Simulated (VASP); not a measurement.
# BaF2 (Fm-3m) in VASP: notebook

The runs below take BaF2 through electric field gradients, with LDA.

Program: VASP 6.6.1. These are calculated values, not measurements. Logs are shortened: lines on timing, memory, paths and dates and some standing lists are left out, and cuts for length are marked.

## (1) The cell of the first run

It takes space group Fm-3m (No. 225, cubic). Conventional cell: a = 6.282 Å, b = 6.282 Å, c = 6.282 Å, α = 90.00°, β = 90.00°, γ = 90.00°. Within 3.6 Å of Ba (site symmetry m-3m) lie 8 F at 2.72 Å. F (site symmetry -43m) has 4 Ba at 2.72 Å and 6 F at 3.14 Å within 3.6 Å.

## (2) Electric field gradients, LDA (20.66 Å³/atom)

The input, INCAR:

```
SYSTEM = BaF2
PREC = Accurate ; ENCUT = 1010
EDIFF = 1E-8 ; ISMEAR = -1
SIGMA = 0.01 ; LREAL = .FALSE.
LASPH = .TRUE. ; NELM = 120
ALGO = Normal ; ISIF = 2
LWAVE = .FALSE. ; LCHARG = .FALSE.
GGA = CA ; LEFG = .TRUE.
NBANDS = 19 ; GGA_COMPAT = .FALSE.
```

The input, KPOINTS:

```
regular mesh
0
G
  8 8 8
  0 0 0
```

The input, POSCAR:

```
BaF2
1.0
    0.0000000000      3.1408448098      3.1408448098
    3.1408448098      0.0000000000      3.1408448098
    3.1408448098      3.1408448098      0.0000000000
Ba F
1 2
Direct
    0.0000000000      0.0000000000      0.0000000000
    0.2500000000      0.2500000000      0.2500000000
    0.7500000000      0.7500000000      0.7500000000
```

Potentials or basis: VASP PAW LDA potentials, release 64 (Ba_sv, F_h).

Command:

```bash
cat potpaw_LDA.64/Ba_sv/POTCAR potpaw_LDA.64/F_h/POTCAR > POTCAR
mpirun -np 1 vasp_std > vasp.out
```

OUTCAR:

```text
SYSTEM = BaF2
   PREC = Accurate
   ENCUT = 1010
   EDIFF = 1E-8
   ISMEAR = -1
   LREAL = .FALSE.
   LASPH = .TRUE.
   NELM = 120
   ISIF = 2
   GGA = CA

 ion  position               nearest neighbor table
   1  0.000  0.000  0.000-   3 2.72   3 2.72   3 2.72   2 2.72   2 2.72   2 2.72   3 2.72   2 2.72

   2  0.250  0.250  0.250-   1 2.72   1 2.72   1 2.72   1 2.72
   3  0.750  0.750  0.750-   1 2.72   1 2.72   1 2.72   1 2.72

  LATTYP: Found a face centered cubic cell.
 ALAT       =     6.2816896196

  Lattice vectors:

 A1 = (   0.0000000000,   3.1408448098,   3.1408448098)
 A2 = (   3.1408448098,   0.0000000000,   3.1408448098)
 A3 = (   3.1408448098,   3.1408448098,   0.0000000000)

Analysis of symmetry for initial positions (statically):
=====================================================================
 Subroutine PRICEL returns:
 Original cell was already a primitive cell.

 Routine SETGRP: Setting up the symmetry group for a
 face centered cubic supercell.

 Subroutine GETGRP returns: Found 48 space group operations
 (whereof 48 operations were pure point group operations)
 out of a pool of 48 trial point group operations.

The static configuration has the point symmetry O_h .

Analysis of symmetry for dynamics (positions and initial velocities):
=====================================================================
 Subroutine PRICEL returns:
 Original cell was already a primitive cell.

 Routine SETGRP: Setting up the symmetry group for a
 face centered cubic supercell.

 Subroutine GETGRP returns: Found 48 space group operations
 (whereof 48 operations were pure point group operations)
 out of a pool of 48 trial point group operations.

The dynamic configuration has the point symmetry O_h .

 Subroutine INISYM returns: Found 48 space group operations
 (whereof 48 operations are pure point group operations),
 and found     1 'primitive' translations

----------------------------------------------------------------------------------------

                                     Primitive cell

  volume of cell :      61.9683

  direct lattice vectors                    reciprocal lattice vectors
     0.000000000  3.140844810  3.140844810    -0.159192838  0.159192838  0.159192838
     3.140844810  0.000000000  3.140844810     0.159192838 -0.159192838  0.159192838
     3.140844810  3.140844810  0.000000000     0.159192838  0.159192838 -0.159192838

  length of vectors
     4.441825327  4.441825327  4.441825327     0.275730084  0.275730084  0.275730084

  position of ions in fractional coordinates (direct lattice)
     0.000000000  0.000000000  0.000000000
     0.250000000  0.250000000  0.250000000
     0.750000000  0.750000000  0.750000000

  ion indices of the primitive-cell ions
   primitive index   ion index
                 1           1
                 2           2
                 3           3

----------------------------------------------------------------------------------------

 KPOINTS: regular mesh

Automatic generation of k-mesh.
 Grid dimensions read from file:
 generate k-points for:    8    8    8

 Generating k-lattice:

  Cartesian coordinates                     Fractional coordinates (reciprocal lattice)
    -0.019899105  0.019899105  0.019899105     0.125000000  0.000000000  0.000000000
     0.019899105 -0.019899105  0.019899105     0.000000000  0.125000000  0.000000000
     0.019899105  0.019899105 -0.019899105     0.000000000  0.000000000  0.125000000

  Length of vectors
     0.034466261  0.034466261  0.034466261

  Shift w.r.t. Gamma in fractional coordinates (k-lattice)
     0.000000000  0.000000000  0.000000000

 Subroutine IBZKPT returns following result:
 ===========================================

 Found     29 irreducible k-points:

 Following reciprocal coordinates:
            Coordinates               Weight
  0.000000  0.000000  0.000000      1.000000
  0.125000  0.000000  0.000000      8.000000
  0.250000  0.000000  0.000000      8.000000
  0.375000  0.000000  0.000000      8.000000
  0.500000  0.000000  0.000000      4.000000
  0.125000  0.125000  0.000000      6.000000
[... 16 lines left out ...]
  0.500000  0.250000  0.125000     48.000000
 -0.375000  0.250000  0.125000     24.000000
 [... further k-points ...]
   k-points           NKPTS =     29   k-points in BZ     NKDIM =     29   number of bands    NBANDS=     19
   number of dos      NEDOS =    301   number of ions     NIONS =      3
   total plane-waves  NPLWV = 110592
   dimension x,y,z NGX =    48 NGY =   48 NGZ =   48
   dimension x,y,z NGXF=    96 NGYF=   96 NGZF=   96
   ions per type =               1   2
   NGX,Y,Z   is equivalent  to a cutoff of  17.97, 17.97, 17.97 a.u.
   NGXF,Y,Z  is equivalent  to a cutoff of  35.93, 35.93, 35.93 a.u.
 SYSTEM =  BaF2
   PREC   = accura    normal or accurate (medium, high low for compatibility)
   ISTART =      0    job   : 0-new  1-cont  2-samecut
   ICHARG =      2    charge: 1-file 2-atom 10-const
   ISPIN  =      1    spin polarized calculation?
   LNONCOLLINEAR =      F non collinear calculations
   LSORBIT =      F    spin-orbit coupling
   LASPH  =      T    aspherical Exc in radial PAW
   ENCUT  = 1010.0 eV  74.23 Ry    8.62 a.u.  11.51 11.51 11.51*2*pi/ulx,y,z
   NELM   =    120;   NELMIN=  2; NELMDL= -5     # of ELM steps
   EDIFF  = 0.1E-07   stopping-criterion for ELM
   LREAL  =      F    real-space projection
   EDIFFG = 0.1E-06   stopping-criterion for IOM
   NSW    =      0    number of steps for IOM
   IBRION =     -1    ionic relax: 0-MD 1-quasi-New 2-CG
   NFREE  =      0    steps in history (QN), initial steepest desc. (CG)
   ISIF   =      2    stress and relaxation
   ISYM   =      2    0-nonsym 1-usesym 2-fastsym
   POTIM  = 0.5000    time-step for ionic-motion
   TEBEG  =    0.0;   TEEND  =   0.0 temperature during run
   PSTRESS=    0.0 pullay stress
   NELECT =      24.0000    total number of electrons
   NUPDOWN=      -1.0000    fix difference up-down
   EMIN   =  10.00;   EMAX   =-10.00  energy-range for DOS
   EFERMI =   0.00;   METHOD = LEGACY
   ISMEAR =    -1;   SIGMA  =   0.01  broadening in eV -4-tet -1-fermi 0-gaus
   EFERMI_NEDOS =   21; number of points for ismear=-14 and -15
   IALGO  =     38    algorithm
   IMIX   =      4    mixing-type and parameters
     AMIX     =   0.40;   BMIX     =  1.00
     AMIX_MAG =   1.60;   BMIX_MAG =  1.00
  volume/ion in A,a.u.               =      20.66       139.39
  Fermi-wavevector in a.u.,A,eV,Ry     =   1.193316  2.255040 19.374735  1.424003
  Thomas-Fermi vector in A             =   2.329333
   LORBIT       =      0    0 simple, 1 ext, 2 COOP (PROOUT), +10 PAW based schemes
   GGA     = CA    functional components
   LHFCALC =     F    Hartree Fock is set to
   AEXX    =    0.0000 exact exchange contribution
   IVDW    =     0    specifies the selected vdW correction
   LEPSILON=     F    determine dielectric tensor
   LRPA    =     F    only Hartree local field effects (RPA)
 non-spin polarized calculation
  energy-cutoff  :     1010.00
  volume of cell :       61.97
 maximum number of plane-waves:      4573
 NGX is ok and might be reduce to    48
   NGX = 23   NGY = 23   NGZ = 23

 number of electron      23.9999993 magnetization

 Free energy of the ion-electron system (eV)
  ---------------------------------------------------
  ext. energy  EPLUGINS =         0.00000000
  ---------------------------------------------------
  free energy    TOTEN  =       -18.54948296 eV

  energy without entropy =      -18.54948296  energy(sigma->0) =      -18.54948296

 E-fermi :  -2.1035     XC(G=0):  -9.1538

 val. band max:       -2.3389263588   @ k =  -0.2500   0.2500   0.0000
 cond. band min:       3.8949887294   @ k =   0.0000   0.0000   0.0000
 fundamental gap:      6.2339150882
 Fermi energy:        -2.1034505722

 k-point     1 :       0.0000    0.0000    0.0000
  band No.  band energies     occupation
      1     -25.3577      2.00000
      2     -20.7889      2.00000
      3     -20.7755      2.00000
      4     -10.2729      2.00000
      5     -10.2729      2.00000
      6     -10.2729      2.00000
[... 11 lines left out ...]
     18       8.6754      0.00000
     19      12.4773      0.00000
[... 489 lines left out ...]
      3     -20.9285      2.00000
      4     -10.5358      2.00000
      5     -10.4000      2.00000
      6     -10.3985      2.00000
[... 11 lines left out ...]
     18       9.7837      0.00000
     19      10.9131      0.00000

 [... further k-points ...]

------------------------ aborting loop because EDIFF is reached ----------------------------------------

  FORCE on cell =-STRESS in cart. coord.  units (eV):
  Direction    XX          YY          ZZ          XY          YZ          ZX
  --------------------------------------------------------------------------------------
  -------------------------------------------------------------------------------------
  Total       -2.0499396     -2.0499396     -2.0499396      0.0000000      0.0000000     -0.0000000
  in kB      -53.0007736    -53.0007736    -53.0007736      0.0000000      0.0000000     -0.0000000
  external PRESSURE =     -53.0007736 kB  Pullay stress =       0.0000000 kB

 VOLUME and BASIS-vectors are now :
 -----------------------------------------------------------------------------
  energy-cutoff  :     1010.00
  volume of cell :       61.97
      direct lattice vectors                 reciprocal lattice vectors
     0.000000000  3.140844810  3.140844810    -0.159192838  0.159192838  0.159192838
     3.140844810  0.000000000  3.140844810     0.159192838 -0.159192838  0.159192838
     3.140844810  3.140844810  0.000000000     0.159192838  0.159192838 -0.159192838

 POSITION                                       TOTAL-FORCE (eV/Angst)
 -----------------------------------------------------------------------------------
      0.00000      0.00000      0.00000         0.000000      0.000000     -0.000000
      1.57042      1.57042      1.57042         0.000000      0.000000      0.000000
      4.71127      4.71127      4.71127        -0.000000     -0.000000     -0.000000
 -----------------------------------------------------------------------------------
    total drift:                               -0.000000     -0.000000      0.000000

  FREE ENERGIE OF THE ION-ELECTRON SYSTEM (eV)
  ---------------------------------------------------
  free  energy   TOTEN  =       -18.5494829638 eV

  energy  without entropy=      -18.5494829638  energy(sigma->0) =      -18.54948296

 Electric field gradients (V/A^2)
---------------------------------------------------------------------
 ion       V_xx      V_yy      V_zz      V_xy      V_xz      V_yz
---------------------------------------------------------------------
   1      -0.000    -0.000     0.000    -0.000    -0.000    -0.000
   2      -0.000     0.000    -0.000    -0.003    -0.003    -0.003
   3      -0.000     0.000     0.000    -0.003    -0.003    -0.003
---------------------------------------------------------------------

 Electric field gradients after diagonalization (V/A^2)
 (convention: |V_zz| > |V_xx| > |V_yy|)
----------------------------------------------------------------------
 ion       V_xx      V_yy      V_zz     asymmetry (V_yy - V_xx)/ V_zz
----------------------------------------------------------------------
   1       0.000     0.000    -0.000       0.000
   2       0.003     0.003    -0.006       0.000
   3       0.003     0.003    -0.006       0.000
----------------------------------------------------------------------

           NMR quadrupolar parameters

 Cq : quadrupolar parameter    Cq=e*Q*V_zz/h
 eta: asymmetry parameters     (V_yy - V_xx)/ V_zz
 Q  : nuclear electric quadrupole moment in mb (millibarn)
----------------------------------------------------------------------
 ion       Cq(MHz)       eta       Q (mb)
----------------------------------------------------------------------
   1      -0.000       0.000       1.000
   2      -0.000       0.000       1.000
   3      -0.000       0.000       1.000
----------------------------------------------------------------------
```

It took 2.1 min on 1 thread of AMD EPYC 7R43 (Zen 3), shared host; peak memory 0.26 GiB.

What came out:

```yaml
Free_energy: -18.5495 eV
Pressure: -5.3 GPa
Band_gap_on_the_k_mesh: 6.23 eV (least direct gap 6.30 eV)
Largest_electric_field_gradient_by_atom: under 0.05 V/Å² on every atom
```

Caveat: the cell stands under tension; spin-orbit coupling is left out, which moves the levels of the heavy elements.

(Continued in part 2 of 2.)
